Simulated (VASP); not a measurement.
Runs of VASP 6.6.1 on OsRh. The structure is that of space group R-3m (No. 166), or close to it. The cells are those of the table. 

| task | cell | k mesh | cutoff (eV) | gap on the mesh (eV) | pressure (GPa) |
| --- | --- | --- | --- | --- | --- |
| single point | a = 4.471 Å, angles 34.3°, 2 atoms | 6 × 6 × 6 | 520 | none | (a) |
| single point | a = 4.713 Å, angles 33.5°, 2 atoms | 6 × 6 × 6 | 520 | none | 0.1 |
| single point | a = 4.719 Å, angles 33.3°, 2 atoms | 24 × 24 × 24 | 520 | none | 0.0 |
| relaxation of cell and atoms | relaxed from a = 4.471 Å, angles 34.3°, 2 atoms | 6 × 6 × 6 | 600 | none | 0.1 |

Alike in all rows: level PBE; potentials or basis VASP PAW PBE potentials, release 64 (Os, Rh_pv); no spin polarisation; smearing gaussian 0.1 eV.

**Question.** Estimate the missing entries.

**Answer.** (a) 48.5.

Caveats: some runs use coarse meshes; spin-orbit coupling is left out, which moves the levels of the heavy elements.

A k mesh can miss the band edges, and the runs leave out spin-orbit coupling on Os, Rh.

A gap of «none» marks levels without a gap at the run's occupations.
